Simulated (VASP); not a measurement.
**KTaO3: single point with PBE**

The system is KTaO3.

```
CELL_PARAMETERS angstrom
4.02442 0.00000 0.00000
0.00000 4.02442 0.00000
0.00000 0.00000 4.02442
ATOMIC_POSITIONS crystal
K 0.00000 0.00000 0.00000
Ta 0.50000 0.50000 0.50000
O 0.50000 0.50000 0.00000
O 0.50000 0.00000 0.50000
O 0.00000 0.50000 0.50000
```

```json
{
  "Program": "VASP 6.6.1",
  "Task": "single point",
  "Functional": "PBE",
  "Potentials or basis": "VASP PAW PBE potentials, release 64 (K_sv, Ta_pv, O)",
  "Cutoff": "520 eV",
  "k mesh": "6 × 6 × 6",
  "Occupations": "fermi-dirac, width 0.02 eV",
  "Spin": "no spin polarisation"
}
```

- Pressure: 0.6 GPa
- Band gap on the k mesh: 2.11 eV, indirect (least direct gap 2.75 eV)

Levels at points of the mesh, in eV from the valence-band top:
```
           k point  band 16  band 17  band 18  band 19  band 20  band 21  band 22  band 23
(0.00, 0.00, 0.00)    -1.02    -0.63    -0.63    -0.63     2.11     2.11     2.11     6.41
(0.50, 0.00, 0.00)    -2.08    -1.45    -0.85    -0.85     2.26     4.84     4.84     6.49
(0.50, 0.50, 0.00)    -1.70    -1.40    -1.40    -0.04     4.87     4.87     6.11     7.32
(0.50, 0.50, 0.50)    -3.82     0.00     0.00     0.00     6.23     6.23     6.23     8.84
```

Wall time 54 s on 1 thread of AMD EPYC 7R43 64-Core Processor (Zen 3), on a shared host, peak memory 0.15 GiB.

Caveat: spin-orbit coupling is left out, which moves the levels of the heavy elements. PBE gaps usually lie below the measured ones, often by a third to a half.
